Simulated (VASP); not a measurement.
# HfBr (Fm-3m) in VASP: further runs

Runs on HfBr. Level: PBE. Tasks: single point.

All numbers are computed with VASP 6.6.1; they aren't measurements. Logs are shortened: lines on timing, memory, paths and dates and some standing lists are left out, and cuts for length are marked.

### Step 1. The cell of the first run

It takes space group Fm-3m (No. 225, cubic). The conventional cell has a = 5.583 Å, b = 5.583 Å, c = 5.583 Å, α = 90.00°, β = 90.00°, γ = 90.00°. Within 3.7 Å of Hf (site symmetry m-3m) lie 6 Br at 2.79 Å. Br (site symmetry m-3m) has 6 Hf at 2.79 Å within 3.7 Å.

### Step 2. Single point, PBE

The input, INCAR:

```
  PREC = Accurate
  ENCUT = 520
  EDIFF = 1E-6
  ISMEAR = 0
  SIGMA = 0.1
  LREAL = False
  LASPH = True
  NELM = 80
  ALGO = Normal
  ISIF = 2
  LWAVE = False
  LCHARG = True
  GGA = PE
  LELF = True
  LVHAR = True
  NBANDS = 16
```

The input, KPOINTS:

```
regular mesh
0
Gamma
  6 6 6
```

The input, POSCAR:

```
HfBr
1.0
    0.0000000000      2.7912513674      2.7912513674
    2.7912513674      0.0000000000      2.7912513674
    2.7912513674      2.7912513674      0.0000000000
Hf Br
1 1
Direct
    0.0000000000      0.0000000000      0.0000000000
    0.5000000000      0.5000000000      0.5000000000
```

Potentials or basis: VASP PAW PBE potentials, release 64 (Hf_pv, Br).

Command:

```sh
$ cat potpaw_PBE.64/Hf_pv/POTCAR potpaw_PBE.64/Br/POTCAR > POTCAR
$ mpirun -np 1 vasp_std > vasp.out
```

OUTCAR:

```text
PREC = Accurate
   ENCUT = 520
   EDIFF = 1E-6
   ISMEAR = 0
   LREAL = False
   LASPH = True
   NELM = 80
   ISIF = 2
   GGA = PE

 ion  position               nearest neighbor table
   1  0.000  0.000  0.000-   2 2.79   2 2.79   2 2.79   2 2.79   2 2.79   2 2.79
   2  0.500  0.500  0.500-   1 2.79   1 2.79   1 2.79   1 2.79   1 2.79   1 2.79

  LATTYP: Found a face centered cubic cell.
 ALAT       =     5.5825027348

  Lattice vectors:

 A1 = (   0.0000000000,   2.7912513674,   2.7912513674)
 A2 = (   2.7912513674,   0.0000000000,   2.7912513674)
 A3 = (   2.7912513674,   2.7912513674,   0.0000000000)

Analysis of symmetry for initial positions (statically):
=====================================================================
 Subroutine PRICEL returns:
 Original cell was already a primitive cell.

 Routine SETGRP: Setting up the symmetry group for a
 face centered cubic supercell.

 Subroutine GETGRP returns: Found 48 space group operations
 (whereof 48 operations were pure point group operations)
 out of a pool of 48 trial point group operations.

The static configuration has the point symmetry O_h .

Analysis of symmetry for dynamics (positions and initial velocities):
=====================================================================
 Subroutine PRICEL returns:
 Original cell was already a primitive cell.

 Routine SETGRP: Setting up the symmetry group for a
 face centered cubic supercell.

 Subroutine GETGRP returns: Found 48 space group operations
 (whereof 48 operations were pure point group operations)
 out of a pool of 48 trial point group operations.

The dynamic configuration has the point symmetry O_h .

 Subroutine INISYM returns: Found 48 space group operations
 (whereof 48 operations are pure point group operations),
 and found     1 'primitive' translations

----------------------------------------------------------------------------------------

                                     Primitive cell

  volume of cell :      43.4937

  direct lattice vectors                    reciprocal lattice vectors
     0.000000000  2.791251367  2.791251367    -0.179131126  0.179131126  0.179131126
     2.791251367  0.000000000  2.791251367     0.179131126 -0.179131126  0.179131126
     2.791251367  2.791251367  0.000000000     0.179131126  0.179131126 -0.179131126

  length of vectors
     3.947425540  3.947425540  3.947425540     0.310264211  0.310264211  0.310264211

  position of ions in fractional coordinates (direct lattice)
     0.000000000  0.000000000  0.000000000
     0.500000000  0.500000000  0.500000000

  ion indices of the primitive-cell ions
   primitive index   ion index
                 1           1
                 2           2

----------------------------------------------------------------------------------------

 KPOINTS: regular mesh

Automatic generation of k-mesh.
 Grid dimensions read from file:
 generate k-points for:    6    6    6

 Generating k-lattice:

  Cartesian coordinates                     Fractional coordinates (reciprocal lattice)
    -0.029855188  0.029855188  0.029855188     0.166666667  0.000000000  0.000000000
     0.029855188 -0.029855188  0.029855188     0.000000000  0.166666667  0.000000000
     0.029855188  0.029855188 -0.029855188     0.000000000  0.000000000  0.166666667

  Length of vectors
     0.051710702  0.051710702  0.051710702

  Shift w.r.t. Gamma in fractional coordinates (k-lattice)
     0.000000000  0.000000000  0.000000000

 Subroutine IBZKPT returns following result:
 ===========================================

 Found     16 irreducible k-points:

 Following reciprocal coordinates:
            Coordinates               Weight
  0.000000  0.000000  0.000000      1.000000
  0.166667  0.000000  0.000000      8.000000
  0.333333  0.000000  0.000000      8.000000
  0.500000  0.000000  0.000000      4.000000
  0.166667  0.166667  0.000000      6.000000
  0.333333  0.166667  0.000000     24.000000
[... 8 lines left out ...]
 -0.333333  0.333333  0.166667     24.000000
 -0.333333  0.500000  0.166667     12.000000
   k-points           NKPTS =     16   k-points in BZ     NKDIM =     16   number of bands    NBANDS=     16
   number of dos      NEDOS =    301   number of ions     NIONS =      2
   total plane-waves  NPLWV =  27000
   dimension x,y,z NGX =    30 NGY =   30 NGZ =   30
   dimension x,y,z NGXF=    60 NGYF=   60 NGZF=   60
   ions per type =               1   1
   NGX,Y,Z   is equivalent  to a cutoff of  12.63, 12.63, 12.63 a.u.
   NGXF,Y,Z  is equivalent  to a cutoff of  25.27, 25.27, 25.27 a.u.
 SYSTEM =  unknown system
   PREC   = accura    normal or accurate (medium, high low for compatibility)
   ISTART =      0    job   : 0-new  1-cont  2-samecut
   ICHARG =      2    charge: 1-file 2-atom 10-const
   ISPIN  =      1    spin polarized calculation?
   LNONCOLLINEAR =      F non collinear calculations
   LSORBIT =      F    spin-orbit coupling
   LASPH  =      T    aspherical Exc in radial PAW
   ENCUT  =  520.0 eV  38.22 Ry    6.18 a.u.   7.34  7.34  7.34*2*pi/ulx,y,z
   NELM   =     80;   NELMIN=  2; NELMDL= -5     # of ELM steps
   EDIFF  = 0.1E-05   stopping-criterion for ELM
   LREAL  =      F    real-space projection
   EDIFFG = 0.1E-04   stopping-criterion for IOM
   NSW    =      0    number of steps for IOM
   IBRION =     -1    ionic relax: 0-MD 1-quasi-New 2-CG
   NFREE  =      0    steps in history (QN), initial steepest desc. (CG)
   ISIF   =      2    stress and relaxation
   ISYM   =      2    0-nonsym 1-usesym 2-fastsym
   POTIM  = 0.5000    time-step for ionic-motion
   TEBEG  =    0.0;   TEEND  =   0.0 temperature during run
   PSTRESS=    0.0 pullay stress
   NELECT =      17.0000    total number of electrons
   NUPDOWN=      -1.0000    fix difference up-down
   EMIN   =  10.00;   EMAX   =-10.00  energy-range for DOS
   EFERMI =   0.00;   METHOD = LEGACY
   ISMEAR =     0;   SIGMA  =   0.10  broadening in eV -4-tet -1-fermi 0-gaus
   EFERMI_NEDOS =   21; number of points for ismear=-14 and -15
   IALGO  =     38    algorithm
   IMIX   =      4    mixing-type and parameters
     AMIX     =   0.40;   BMIX     =  1.00
     AMIX_MAG =   1.60;   BMIX_MAG =  1.00
  volume/ion in A,a.u.               =      21.75       146.76
  Fermi-wavevector in a.u.,A,eV,Ry     =   1.196967  2.261940 19.493476  1.432730
  Thomas-Fermi vector in A             =   2.332894
   LORBIT       =      0    0 simple, 1 ext, 2 COOP (PROOUT), +10 PAW based schemes
   GGA     = PE    functional components
   LHFCALC =     F    Hartree Fock is set to
   AEXX    =    0.0000 exact exchange contribution
   IVDW    =     0    specifies the selected vdW correction
   LEPSILON=     F    determine dielectric tensor
   LRPA    =     F    only Hartree local field effects (RPA)
 non-spin polarized calculation
 Gauss-broadening in eV      SIGMA  =   0.10
  energy-cutoff  :      520.00
  volume of cell :       43.49
 maximum number of plane-waves:      1211
 NGX is ok and might be reduce to    30
   NGX = 15   NGY = 15   NGZ = 15

 number of electron      17.0000000 magnetization

 Free energy of the ion-electron system (eV)
  ---------------------------------------------------
  ext. energy  EPLUGINS =         0.00000000
  ---------------------------------------------------
  free energy    TOTEN  =       -10.43953378 eV

  energy without entropy =      -10.43620650  energy(sigma->0) =      -10.43787014

 E-fermi :   7.0097     XC(G=0): -10.7996

 val. band max:        6.8671007859   @ k =   0.1667   0.1667   0.0000
 cond. band min:       7.1076222557   @ k =   0.3333   0.1667   0.0000
 fundamental gap:      0.2405214698
 Fermi energy:         7.0096811460

 k-point     1 :       0.0000    0.0000    0.0000
  band No.  band energies     occupation
      1     -25.1648      2.00000
      2     -25.1648      2.00000
      3     -25.1648      2.00000
      4     -12.2648      2.00000
      5       1.2081      2.00000
      6       1.2081      2.00000
[... 8 lines left out ...]
     15      18.3374      0.00000
     16      18.3374      0.00000

 k-point     2 :       0.1667    0.0000    0.0000
  band No.  band energies     occupation
      1     -25.1940      2.00000
      2     -25.1672      2.00000
      3     -25.1672      2.00000
      4     -12.0884      2.00000
      5      -0.0538      2.00000
      6       0.7351      2.00000
[... 8 lines left out ...]
     15      15.8709      0.00000
     16      16.5042      0.00000

 k-point     3 :       0.3333    0.0000    0.0000
  band No.  band energies     occupation
      1     -25.2515      2.00000
      2     -25.1719      2.00000
      3     -25.1719      2.00000
      4     -11.7094      2.00000
      5      -1.6606      2.00000
      6       0.0408      2.00000
[... 8 lines left out ...]
     15      13.6306      0.00000
     16      13.6306      0.00000

 k-point     4 :       0.5000    0.0000    0.0000
  band No.  band energies     occupation
      1     -25.2798      2.00000
      2     -25.1743      2.00000
      3     -25.1743      2.00000
      4     -11.5034      2.00000
      5      -2.3055      2.00000
      6      -0.2373      2.00000
[... 8 lines left out ...]
     15      11.5341      0.00000
     16      12.7845      0.00000
[... 172 lines left out ...]
 k-point    14 :       0.5000    0.3333    0.1667
  band No.  band energies     occupation
      1     -25.2437      2.00000
      2     -25.2040      2.00000
      3     -25.1846      2.00000
      4     -11.6502      2.00000
      5      -1.4497      2.00000
      6      -0.1177      2.00000
[... 8 lines left out ...]
     15      13.7397      0.00000
     16      14.8304      0.00000

 k-point    15 :      -0.3333    0.3333    0.1667
  band No.  band energies     occupation
      1     -25.2469      2.00000
      2     -25.2140      2.00000
      3     -25.1913      2.00000
      4     -11.5771      2.00000
      5      -1.3663      2.00000
      6      -0.4806      2.00000
[... 8 lines left out ...]
     15      13.6590      0.00000
     16      13.7045      0.00000

 k-point    16 :      -0.3333    0.5000    0.1667
  band No.  band energies     occupation
      1     -25.2402      2.00000
      2     -25.2141      2.00000
      3     -25.2047      2.00000
      4     -11.6318      2.00000
      5      -0.8169      2.00000
      6      -0.4594      2.00000
[... 8 lines left out ...]
     15      14.6026      0.00000
     16      14.6564      0.00000

------------------------ aborting loop because EDIFF is reached ----------------------------------------

  FORCE on cell =-STRESS in cart. coord.  units (eV):
  Direction    XX          YY          ZZ          XY          YZ          ZX
  --------------------------------------------------------------------------------------
  -------------------------------------------------------------------------------------
  Total       -0.2548432     -0.2548432     -0.2548432     -0.0000000     -0.0000000      0.0000000
  in kB       -9.3876488     -9.3876488     -9.3876488     -0.0000000     -0.0000000      0.0000000
  external PRESSURE =      -9.3876488 kB  Pullay stress =       0.0000000 kB

 VOLUME and BASIS-vectors are now :
 -----------------------------------------------------------------------------
  energy-cutoff  :      520.00
  volume of cell :       43.49
      direct lattice vectors                 reciprocal lattice vectors
     0.000000000  2.791251367  2.791251367    -0.179131126  0.179131126  0.179131126
     2.791251367  0.000000000  2.791251367     0.179131126 -0.179131126  0.179131126
     2.791251367  2.791251367  0.000000000     0.179131126  0.179131126 -0.179131126

 POSITION                                       TOTAL-FORCE (eV/Angst)
 -----------------------------------------------------------------------------------
      0.00000      0.00000      0.00000         0.000000     -0.000000      0.000000
      2.79125      2.79125      2.79125        -0.000000      0.000000     -0.000000
 -----------------------------------------------------------------------------------
    total drift:                               -0.000000      0.000000      0.000000

  FREE ENERGIE OF THE ION-ELECTRON SYSTEM (eV)
  ---------------------------------------------------
  free  energy   TOTEN  =       -10.4395337755 eV

  energy  without entropy=      -10.4362064996  energy(sigma->0) =      -10.43787014
```

Wall time 6.2 s (1 thread of Intel Xeon 6975P-C (Granite Rapids), shared host); peak memory 0.17 GiB.

Results:

- Free energy: -10.4395 eV
- Pressure: -0.9 GPa

Levels at points of the mesh, in eV from the Fermi level:
```csv
k point,band 6,band 7,band 8,band 9,band 10,band 11
"(0.00, 0.00, 0.00)",-5.80,-5.80,-1.97,-1.24,-1.24,-1.24
"(0.50, 0.00, 0.00)",-7.25,-7.25,0.53,0.98,1.18,1.18
"(0.50, 0.50, 0.00)",-6.61,-6.61,-3.12,-0.32,0.43,1.90
```

Caveat: spin-orbit coupling is left out, which moves the levels of the heavy elements; an odd number of electrons without spin polarisation forces a metal; a magnetic or distorted state may lie lower.

### Step 3. Single point, PBE

This run uses another cell than the first one, of 24.99 Å³/atom, 1.149 times its volume.

The input, INCAR:

```
ALGO = Normal
EDIFF = 1E-7
ENCUT = 520
GGA = PE
ISIF = 2
ISMEAR = 0
LASPH = T
LCHARG = F
LREAL = F
LWAVE = F
NBANDS = 16
NELM = 100
PREC = Accurate
SIGMA = 0.1
```

The input, KPOINTS:

```
k-points
0
Gamma
  6 6 6
```

The input, POSCAR:

```
HfBr
1.0
    0.0000000000      2.9236439196      2.9236439196
    2.9236439196      0.0000000000      2.9236439196
    2.9236439196      2.9236439196      0.0000000000
Hf Br
1 1
Direct
    0.0000000000      0.0000000000      0.0000000000
    0.5000000000      0.5000000000      0.5000000000
```

Potentials or basis: VASP PAW PBE potentials, release 64 (Hf_pv, Br).

Command:

```sh
$ cat potpaw_PBE.64/Hf_pv/POTCAR potpaw_PBE.64/Br/POTCAR > POTCAR
$ mpirun -np 1 vasp_std > vasp.out
```

Run time: 5.8 s. Hardware: 1 thread of Intel Xeon 6975P-C (Granite Rapids), shared host; peak memory 0.17 GiB.

The run converged. Its results:

| Quantity | Value |
| --- | --- |
| Free energy | -10.2568 eV |
| Pressure | -6.9 GPa |

Levels at points of the mesh, in eV from the Fermi level:
| k point | band 4 | band 5 | band 6 | band 7 | band 8 | band 9 | band 10 | band 11 | band 12 | band 13 |
| --- | --- | --- | --- | --- | --- | --- | --- | --- | --- | --- |
| (0.00, 0.00, 0.00) | -18.43 | -5.39 | -5.39 | -5.39 | -2.33 | -0.80 | -0.80 | -0.80 | -0.32 | -0.32 |
| (0.50, 0.00, 0.00) | -17.94 | -8.33 | -6.50 | -6.50 | 0.64 | 0.90 | 1.11 | 1.11 | 3.44 | 3.44 |
| (0.50, 0.50, 0.00) | -18.04 | -7.29 | -6.08 | -6.08 | -2.37 | -0.55 | 0.55 | 1.50 | 1.85 | 1.85 |

Caveat: spin-orbit coupling is left out, which moves the levels of the heavy elements; an odd number of electrons without spin polarisation forces a metal; a magnetic or distorted state may lie lower.
